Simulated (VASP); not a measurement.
# Zr (Fm-3m) in VASP: single point with PBE

Aim: the single point of Zr with PBE.

Program: VASP 6.6.1. These are calculated values, not measurements. Logs are shortened: lines on timing, memory, paths and dates and some standing lists are left out, and cuts for length are marked.

### Step 1. The cell of the first run

Symmetry: Fm-3m, No. 225, cubic system. Conventional cell: a = 4.529 Å, b = 4.529 Å, c = 4.529 Å, α = 90.00°, β = 90.00°, γ = 90.00°. Within 4.2 Å of Zr (site symmetry m-3m) lie 12 Zr at 3.20 Å.

### Step 2. Single point, PBE

File INCAR:

```
SYSTEM = Zr
ALGO = Normal
EDIFF = 1E-6
ENCUT = 520
GGA = PE
ISIF = 2
ISMEAR = -1
LASPH = .True.
LCHARG = .False.
LREAL = .False.
LWAVE = .False.
NBANDS = 12
NELM = 60
PREC = Accurate
SIGMA = 0.13605693000000002
```

File KPOINTS:

```
k-points
0
Gamma
  13 13 13
  0 0 0
```

File POSCAR:

```
Zr
1.0
    0.0000000000      2.2646452085      2.2646452085
    2.2646452085      0.0000000000      2.2646452085
    2.2646452085      2.2646452085      0.0000000000
Zr
1
Direct
    0.0000000000      0.0000000000      0.0000000000
```

Potentials or basis: VASP PAW PBE potentials, release 64 (Zr_sv).

Command:

```
$ cat potpaw_PBE.64/Zr_sv/POTCAR > POTCAR
$ mpirun -np 1 vasp_std > vasp.out
```

OUTCAR:

```text
SYSTEM = Zr
   EDIFF = 1E-6
   ENCUT = 520
   GGA = PE
   ISIF = 2
   ISMEAR = -1
   LASPH = .True.
   LREAL = .False.
   NELM = 60
   PREC = Accurate

 ion  position               nearest neighbor table
   1  0.000  0.000  0.000-

  LATTYP: Found a face centered cubic cell.
 ALAT       =     4.5292904170

  Lattice vectors:

 A1 = (   0.0000000000,   2.2646452085,   2.2646452085)
 A2 = (   2.2646452085,   0.0000000000,   2.2646452085)
 A3 = (   2.2646452085,   2.2646452085,   0.0000000000)

Analysis of symmetry for initial positions (statically):
=====================================================================
 Subroutine PRICEL returns:
 Original cell was already a primitive cell.

 Routine SETGRP: Setting up the symmetry group for a
 face centered cubic supercell.

 Subroutine GETGRP returns: Found 48 space group operations
 (whereof 48 operations were pure point group operations)
 out of a pool of 48 trial point group operations.

The static configuration has the point symmetry O_h .

Analysis of symmetry for dynamics (positions and initial velocities):
=====================================================================
 Subroutine PRICEL returns:
 Original cell was already a primitive cell.

 Routine SETGRP: Setting up the symmetry group for a
 face centered cubic supercell.

 Subroutine GETGRP returns: Found 48 space group operations
 (whereof 48 operations were pure point group operations)
 out of a pool of 48 trial point group operations.

The dynamic configuration has the point symmetry O_h .

 Subroutine INISYM returns: Found 48 space group operations
 (whereof 48 operations are pure point group operations),
 and found     1 'primitive' translations

----------------------------------------------------------------------------------------

                                     Primitive cell

  volume of cell :      23.2290

  direct lattice vectors                    reciprocal lattice vectors
     0.000000000  2.264645209  2.264645209    -0.220785136  0.220785136  0.220785136
     2.264645209  0.000000000  2.264645209     0.220785136 -0.220785136  0.220785136
     2.264645209  2.264645209  0.000000000     0.220785136  0.220785136 -0.220785136

  length of vectors
     3.202691968  3.202691968  3.202691968     0.382411073  0.382411073  0.382411073

  position of ions in fractional coordinates (direct lattice)
     0.000000000  0.000000000  0.000000000

  ion indices of the primitive-cell ions
   primitive index   ion index
                 1           1
[... 73 lines left out ...]
   LREAL  =      F    real-space projection
   EDIFFG = 0.1E-04   stopping-criterion for IOM
   NSW    =      0    number of steps for IOM
   IBRION =     -1    ionic relax: 0-MD 1-quasi-New 2-CG
   NFREE  =      0    steps in history (QN), initial steepest desc. (CG)
   ISIF   =      2    stress and relaxation
   ISYM   =      2    0-nonsym 1-usesym 2-fastsym
   POTIM  = 0.5000    time-step for ionic-motion
   TEBEG  =    0.0;   TEEND  =   0.0 temperature during run
   PSTRESS=    0.0 pullay stress
   NELECT =      12.0000    total number of electrons
   NUPDOWN=      -1.0000    fix difference up-down
   EMIN   =  10.00;   EMAX   =-10.00  energy-range for DOS
   EFERMI =   0.00;   METHOD = LEGACY
   ISMEAR =    -1;   SIGMA  =   0.14  broadening in eV -4-tet -1-fermi 0-gaus
   EFERMI_NEDOS =   21; number of points for ismear=-14 and -15
   IALGO  =     38    algorithm
   IMIX   =      4    mixing-type and parameters
     AMIX     =   0.40;   BMIX     =  1.00
     AMIX_MAG =   1.60;   BMIX_MAG =  1.00
  volume/ion in A,a.u.               =      23.23       156.76
  Fermi-wavevector in a.u.,A,eV,Ry     =   1.313586  2.482317 23.476953  1.725507
  Thomas-Fermi vector in A             =   2.443898
   LORBIT       =      0    0 simple, 1 ext, 2 COOP (PROOUT), +10 PAW based schemes
   GGA     = PE    functional components
   LHFCALC =     F    Hartree Fock is set to
   AEXX    =    0.0000 exact exchange contribution
   IVDW    =     0    specifies the selected vdW correction
   LEPSILON=     F    determine dielectric tensor
   LRPA    =     F    only Hartree local field effects (RPA)
 non-spin polarized calculation
  energy-cutoff  :      520.00
  volume of cell :       23.23
 maximum number of plane-waves:       637
   NGX = 11   NGY = 11   NGZ = 11

 number of electron      12.0000000 magnetization

 Free energy of the ion-electron system (eV)
  ---------------------------------------------------
  ext. energy  EPLUGINS =         0.00000000
  ---------------------------------------------------
  free energy    TOTEN  =        -8.52699090 eV

  energy without entropy =       -8.43449599  energy(sigma->0) =       -8.48074345

 E-fermi :   8.9066     XC(G=0): -11.0922

 val. band max:        8.8992989246   @ k =   0.2308   0.0769   0.0000
 cond. band min:       8.9137304548   @ k =   0.2308   0.1538   0.0769
 fundamental gap:      0.0144315301
 Fermi energy:         8.9065592404

 k-point     1 :       0.0000    0.0000    0.0000
  band No.  band energies     occupation
      1     -39.7861      2.00000
      2     -17.3000      2.00000
      3     -17.3000      2.00000
      4     -17.3000      2.00000
      5       3.3566      2.00000
      6       9.8941      0.00141
      7       9.8941      0.00141
      8       9.8941      0.00141
      9      12.3116      0.00000
     10      12.3116      0.00000
     11      19.4130      0.00000
     12      23.5951      0.00000
[... 331 lines left out ...]
 k-point    24 :       0.4615    0.1538    0.0000
  band No.  band energies     occupation
      1     -39.6410      2.00000
      2     -18.1451      2.00000
      3     -17.5338      2.00000
      4     -17.4756      2.00000
      5       6.4857      2.00000
      6       8.5692      1.84540
      7       9.4443      0.03769
      8      10.4428      0.00002
      9      14.1611      0.00000
     10      14.1668      0.00000
     11      18.6053      0.00000
     12      20.9876      0.00000

 [... further k-points ...]
[... 5 lines left out ...]
  --------------------------------------------------------------------------------------
  -------------------------------------------------------------------------------------
  Total        0.0446876      0.0446876      0.0446876      0.0000000      0.0000000      0.0000000
  in kB        3.0822432      3.0822432      3.0822432      0.0000000      0.0000000      0.0000000
  external PRESSURE =       3.0822432 kB  Pullay stress =       0.0000000 kB

 VOLUME and BASIS-vectors are now :
 -----------------------------------------------------------------------------
  energy-cutoff  :      520.00
  volume of cell :       23.23
      direct lattice vectors                 reciprocal lattice vectors
     0.000000000  2.264645209  2.264645209    -0.220785136  0.220785136  0.220785136
     2.264645209  0.000000000  2.264645209     0.220785136 -0.220785136  0.220785136
     2.264645209  2.264645209  0.000000000     0.220785136  0.220785136 -0.220785136

 POSITION                                       TOTAL-FORCE (eV/Angst)
 -----------------------------------------------------------------------------------
      0.00000      0.00000      0.00000         0.000000     -0.000000     -0.000000
 -----------------------------------------------------------------------------------
    total drift:                               -0.000000     -0.000000      0.000000

  FREE ENERGIE OF THE ION-ELECTRON SYSTEM (eV)
  ---------------------------------------------------
  free  energy   TOTEN  =        -8.5269909037 eV

  energy  without entropy=       -8.4344959913  energy(sigma->0) =       -8.48074345
```

Wall time 27 s (1 thread of AMD EPYC 7R13, shared host); peak memory 0.12 GiB.

What came out:

| Quantity | Value |
| --- | --- |
| Free energy | -8.5270 eV |
| Pressure | 0.3 GPa |
| Band gap on the k mesh | zero (band 6 reaches 9.89 eV, above the bottom of band 7 at 8.35 eV) |
